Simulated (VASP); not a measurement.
# WSe2 (P6_3/mmc) in VASP: phonons with PBE+D3(BJ)

Aim: the phonons of WSe2 with PBE+D3(BJ).

All numbers are computed with VASP 6.6.1; they aren't measurements. Logs are shortened: lines on timing, memory, paths and dates and some standing lists are left out, and cuts for length are marked.

## 1. The cell of the first run

Symmetry: P6_3/mmc, No. 194, hexagonal system. The conventional cell has a = 3.279 Å, b = 3.279 Å, c = 12.790 Å, α = 90.00°, β = 90.00°, γ = 120.00°. W (site symmetry -6m2) has 6 Se at 2.53 Å and 6 W at 3.28 Å within 3.3 Å. Se (site symmetry 3m) has 3 W at 2.53 Å and 7 Se at 3.28 to 3.37 Å within 3.4 Å.

## 2. Phonons, PBE+D3(BJ)

Contents of INCAR:

```
SYSTEM = WSe2
ALGO     = Normal         ! electronic algorithm
EDIFF    = 1E-8           ! SCF threshold, eV
ENCUT    = 520            ! plane-wave cutoff, eV
GGA      = PE             ! functional
IBRION   = 6              ! ionic algorithm
ISIF     = 2              ! what is computed and relaxed
ISMEAR   = 0              ! smearing method
IVDW     = 12             ! dispersion correction
LASPH    = .TRUE.         ! aspherical terms in the spheres
LCHARG   = .FALSE.        ! write CHGCAR
LREAL    = .FALSE.        ! projectors in reciprocal space
LWAVE    = .FALSE.        ! write WAVECAR
NELM     = 80             ! most SCF steps
NFREE    = 2            
NSW      = 1              ! ionic steps
POTIM    = 0.015          ! step
PREC     = Accurate       ! precision mode
SIGMA    = 0.01           ! smearing width, eV
```

Contents of KPOINTS:

```
k-points
0
G
  9 9 2
  0 0 0
```

Contents of POSCAR:

```
WSe2
1.0
    3.2790490475      0.0000000000      0.0000000000
   -1.6395245237      2.8397397754      0.0000000000
    0.0000000000      0.0000000000     12.7900344843
W Se
2 4
Direct
    0.6666666667      0.3333333333      0.7500000000
    0.3333333333      0.6666666667      0.2500000000
    0.3333333333      0.6666666667      0.8816887242
    0.6666666667      0.3333333333      0.3816887242
    0.3333333333      0.6666666667      0.6183112758
    0.6666666667      0.3333333333      0.1183112758
```

Potentials or basis: VASP PAW PBE potentials, release 64 (W_sv, Se).

Launch:

```
cat potpaw_PBE.64/W_sv/POTCAR potpaw_PBE.64/Se/POTCAR > POTCAR
mpirun -np 1 vasp_std > vasp.out
```

OUTCAR:

```text
SYSTEM = WSe2
   EDIFF = 1E-8
   ENCUT = 520
   GGA = PE
   IBRION = 6
   ISIF = 2
   ISMEAR = 0
   IVDW = 12
   LASPH = .TRUE.
   LREAL = .FALSE.
   NELM = 80
   NFREE = 2
   NSW = 1
   POTIM = 0.015
   PREC = Accurate
 IVDW          = 12

 ion  position               nearest neighbor table
   1  0.667  0.333  0.750-   3 2.53   5 2.53   3 2.53   5 2.53   3 2.53   5 2.53
   2  0.333  0.667  0.250-   4 2.53   6 2.53   4 2.53   6 2.53   4 2.53   6 2.53
   3  0.333  0.667  0.882-   1 2.53   1 2.53   1 2.53
   4  0.667  0.333  0.382-   2 2.53   2 2.53   2 2.53
   5  0.333  0.667  0.618-   1 2.53   1 2.53   1 2.53
   6  0.667  0.333  0.118-   2 2.53   2 2.53   2 2.53

  LATTYP: Found a hexagonal cell.
 ALAT       =     3.2790490475
 C/A-ratio  =     3.9005316173

  Lattice vectors:

 A1 = (   3.2790490475,   0.0000000000,   0.0000000000)
 A2 = (  -1.6395245237,   2.8397397754,   0.0000000000)
 A3 = (   0.0000000000,   0.0000000000,  12.7900344843)

Analysis of symmetry for initial positions (statically):
=====================================================================
 Subroutine PRICEL returns:
 Original cell was already a primitive cell.

 Routine SETGRP: Setting up the symmetry group for a
 hexagonal supercell.

 Subroutine GETGRP returns: Found 24 space group operations
 (whereof 12 operations were pure point group operations)
 out of a pool of 24 trial point group operations.

The static configuration has the point symmetry D_3d.
 The point group associated with its full space group is D_6h.

Analysis of symmetry for dynamics (positions and initial velocities):
=====================================================================
 Subroutine PRICEL returns:
 Original cell was already a primitive cell.

 Routine SETGRP: Setting up the symmetry group for a
 hexagonal supercell.

 Subroutine GETGRP returns: Found 24 space group operations
 (whereof 12 operations were pure point group operations)
 out of a pool of 24 trial point group operations.

The dynamic configuration has the point symmetry D_3d.
 The point group associated with its full space group is D_6h.

 Subroutine INISYM returns: Found 24 space group operations
 (whereof 12 operations are pure point group operations),
 and found     1 'primitive' translations

----------------------------------------------------------------------------------------

                                     Primitive cell

  volume of cell :     119.0963

  direct lattice vectors                    reciprocal lattice vectors
     3.279049048  0.000000000  0.000000000     0.304966466  0.176072471  0.000000000
    -1.639524524  2.839739775  0.000000000     0.000000000  0.352144943  0.000000000
     0.000000000  0.000000000 12.790034484     0.000000000  0.000000000  0.078185872

  length of vectors
     3.279049048  3.279049047 12.790034484     0.352144943  0.352144943  0.078185872

  position of ions in fractional coordinates (direct lattice)
     0.666666667  0.333333333  0.750000000
     0.333333333  0.666666667  0.250000000
     0.333333333  0.666666667  0.881688724
     0.666666667  0.333333333  0.381688724
     0.333333333  0.666666667  0.618311276
     0.666666667  0.333333333  0.118311276

  ion indices of the primitive-cell ions
   primitive index   ion index
                 1           1
                 2           2
                 3           3
                 4           4
                 5           5
                 6           6

----------------------------------------------------------------------------------------

 KPOINTS: k-points

Automatic generation of k-mesh.
[... 25 lines left out ...]
  0.222222 -0.000000  0.000000      6.000000
  0.333333 -0.000000  0.000000      6.000000
  0.444444 -0.000000  0.000000      6.000000
  0.111111  0.111111  0.000000      6.000000
[... 16 lines left out ...]
  0.333333  0.222222  0.500000     12.000000
  0.333333  0.333333  0.500000      2.000000
   k-points           NKPTS =     24   k-points in BZ     NKDIM =     24   number of bands    NBANDS=     31
   number of dos      NEDOS =    301   number of ions     NIONS =      6
   total plane-waves  NPLWV =  55296
   dimension x,y,z NGX =    24 NGY =   24 NGZ =   96
   dimension x,y,z NGXF=    48 NGYF=   48 NGZF=  192
   ions per type =               2   4
   NGX,Y,Z   is equivalent  to a cutoff of  12.17, 12.17, 12.48 a.u.
   NGXF,Y,Z  is equivalent  to a cutoff of  24.34, 24.34, 24.96 a.u.
 SYSTEM =  WSe2
   PREC   = accura    normal or accurate (medium, high low for compatibility)
   ISTART =      0    job   : 0-new  1-cont  2-samecut
   ICHARG =      2    charge: 1-file 2-atom 10-const
   ISPIN  =      1    spin polarized calculation?
   LNONCOLLINEAR =      F non collinear calculations
   LSORBIT =      F    spin-orbit coupling
   LASPH  =      T    aspherical Exc in radial PAW
   ENCUT  =  520.0 eV  38.22 Ry    6.18 a.u.   6.10  6.10 23.78*2*pi/ulx,y,z
   NELM   =     80;   NELMIN=  2; NELMDL= -5     # of ELM steps
   EDIFF  = 0.1E-07   stopping-criterion for ELM
   LREAL  =      F    real-space projection
   EDIFFG = 0.1E-06   stopping-criterion for IOM
   NSW    =    109    number of steps for IOM
   IBRION =      6    ionic relax: 0-MD 1-quasi-New 2-CG
   NFREE  =      2    steps in history (QN), initial steepest desc. (CG)
   ISIF   =      2    stress and relaxation
   ISYM   =      2    0-nonsym 1-usesym 2-fastsym
   POTIM  = 0.0150    time-step for ionic-motion
   TEBEG  =    0.0;   TEEND  =   0.0 temperature during run
   PSTRESS=    0.0 pullay stress
   NELECT =      52.0000    total number of electrons
   NUPDOWN=      -1.0000    fix difference up-down
   EMIN   =  10.00;   EMAX   =-10.00  energy-range for DOS
   EFERMI =   0.00;   METHOD = LEGACY
   ISMEAR =     0;   SIGMA  =   0.01  broadening in eV -4-tet -1-fermi 0-gaus
   EFERMI_NEDOS =   21; number of points for ismear=-14 and -15
   IALGO  =     38    algorithm
   IMIX   =      4    mixing-type and parameters
     AMIX     =   0.40;   BMIX     =  1.00
     AMIX_MAG =   1.60;   BMIX_MAG =  1.00
  volume/ion in A,a.u.               =      19.85       133.95
  Fermi-wavevector in a.u.,A,eV,Ry     =   1.241967  2.346976 20.986726  1.542481
  Thomas-Fermi vector in A             =   2.376341
   LORBIT       =      0    0 simple, 1 ext, 2 COOP (PROOUT), +10 PAW based schemes
   GGA     = PE    functional components
   LHFCALC =     F    Hartree Fock is set to
   AEXX    =    0.0000 exact exchange contribution
   IVDW    =    12    specifies the selected vdW correction
   LEPSILON=     F    determine dielectric tensor
   LRPA    =     F    only Hartree local field effects (RPA)
 finite differences with symmetry
 non-spin polarized calculation
 Gauss-broadening in eV      SIGMA  =   0.01
  energy-cutoff  :      520.00
  volume of cell :      119.10
 maximum number of plane-waves:      3246
   NGX = 13   NGY = 13   NGZ = 47

--------------------------------------- Ionic step        1  -------------------------------------------

 number of electron      51.9999988 magnetization

 Free energy of the ion-electron system (eV)
  ---------------------------------------------------
  ext. energy  EPLUGINS =         0.00000000
  ---------------------------------------------------
  free energy    TOTEN  =       -43.07789749 eV

  energy without entropy =      -43.07789749  energy(sigma->0) =      -43.07789749

------------------------ aborting loop because EDIFF is reached ----------------------------------------

 Edisp (eV)   -2.85246

 E8    (eV) :    -1.2723
[... 343 lines left out ...]
--------------------------------------- Ionic step        9  -------------------------------------------

 number of electron      51.9999986 magnetization

 Free energy of the ion-electron system (eV)
  ---------------------------------------------------
  ext. energy  EPLUGINS =         0.00000000
  ---------------------------------------------------
  free energy    TOTEN  =       -43.07541052 eV

  energy without entropy =      -43.07541052  energy(sigma->0) =      -43.07541052

 E-fermi :   6.7589     XC(G=0): -10.8922

 val. band max:        6.5302485207   @ k =   0.0000   0.0000   0.0000
 cond. band min:       7.5263371427   @ k =   0.2222   0.1111   0.0000
 fundamental gap:      0.9960886220
 Fermi energy:         6.7588704349

 k-point     1 :       0.0000    0.0000    0.0000
  band No.  band energies     occupation
      1     -67.8185      2.00000
      2     -67.8172      2.00000
      3     -32.0721      2.00000
      4     -32.0680      2.00000
      5     -31.9370      2.00000
      6     -31.9370      2.00000
[... 842 lines left out ...]
  FREE ENERGIE OF THE ION-ELECTRON SYSTEM (eV)
  ---------------------------------------------------
  free  energy   TOTEN  =       -45.9277824841 eV

  energy  without entropy=      -45.9277824841  energy(sigma->0) =      -45.92778248

 INTERNAL STRAIN TENSORS FROM DISPLACED ATOMS
 ============================================

 INTERNAL STRAIN TENSOR FOR ION    1 for displacements in x,y,z  (eV/Angst):
          X           Y           Z          XY          YZ          ZX
  --------------------------------------------------------------------------------
  x     0.00000    -0.00000    -0.00000     7.32569     0.00000     0.00000
  y     7.32569    -7.32569    -0.00000    -0.00000     0.00000     0.00000
  z     0.00000    -0.00000     0.00000     0.00000     0.00000     0.00000

 INTERNAL STRAIN TENSOR FOR ION    6 for displacements in x,y,z  (eV/Angst):
          X           Y           Z          XY          YZ          ZX
  --------------------------------------------------------------------------------
  x     0.00000    -0.00000     0.00000     3.82163     0.00000    13.72285
  y     3.82163    -3.82163     0.00000    -0.00000    13.72286     0.00000
  z    10.78091    10.78091    27.44431     0.00000     0.00000    -0.00000

 Eigenvectors and eigenvalues of the dynamical matrix
 ----------------------------------------------------

   1 f  =    9.192043 THz    57.755308 2PiTHz  306.613542 cm-1    38.015217 meV
             X         Y         Z           dx          dy          dz
      1.639525  0.946580  9.592526     0.000000    0.000000    0.472936
     -0.000000  1.893160  3.197509    -0.000000   -0.000000   -0.472936
     -0.000000  1.893160 11.276829    -0.000000   -0.000000   -0.371707
      1.639525  0.946580  4.881812     0.000000    0.000000    0.371707
     -0.000000  1.893160  7.908223    -0.000000   -0.000000   -0.371707
      1.639525  0.946580  1.513205     0.000000    0.000000    0.371707
[... 145 lines left out ...]
  18 f/i=    0.000750 THz     0.004712 2PiTHz    0.025014 cm-1     0.003101 meV
             X         Y         Z           dx          dy          dz
      1.639525  0.946580  9.592526     0.000000   -0.000000   -0.518660
     -0.000000  1.893160  3.197509     0.000000   -0.000000   -0.518660
     -0.000000  1.893160 11.276829     0.000000   -0.000000   -0.339847
      1.639525  0.946580  4.881812     0.000000   -0.000000   -0.339847
     -0.000000  1.893160  7.908223     0.000000   -0.000000   -0.339847
      1.639525  0.946580  1.513205     0.000000   -0.000000   -0.339847

 ELASTIC MODULI CONTR FROM IONIC RELAXATION (kBar)
 Direction    XX          YY          ZZ          XY          YZ          ZX
 --------------------------------------------------------------------------------
 XX        -424.2829   -255.8769   -865.7205     -0.0000     -0.0000      0.0000
 YY        -255.8769   -424.2829   -865.7205     -0.0000      0.0000     -0.0000
 ZZ        -865.7205   -865.7205  -2203.8113     -0.0000      0.0000     -0.0000
 XY          -0.0000     -0.0000     -0.0000    -84.2030      0.0000      0.0000
 YZ           0.0000     -0.0000      0.0000     -0.0000  -1160.3818     -0.0000
 ZX           0.0000     -0.0000     -0.0000      0.0000     -0.0000  -1160.3800
 --------------------------------------------------------------------------------
```

Wall time 30 min (1 thread of Oxide Virtual Turin-like, shared host); peak memory 0.52 GiB.

What came out:

```yaml
Highest_phonon_frequency_at_Γ_LO-TO_splitting_left_out: 307 cm⁻¹
Dispersion_energy_per_atom: -0.475 eV
```

Phonon frequencies in cm⁻¹ (negative: imaginary):
```tsv
q point	frequencies
(0.000, 0.000, 0.000)	0 0 0 26 26 45 171 171 173 173 243 243 243 243 246 252 303 307
```

Caveat: spin-orbit coupling is left out, which moves the levels of the heavy elements.
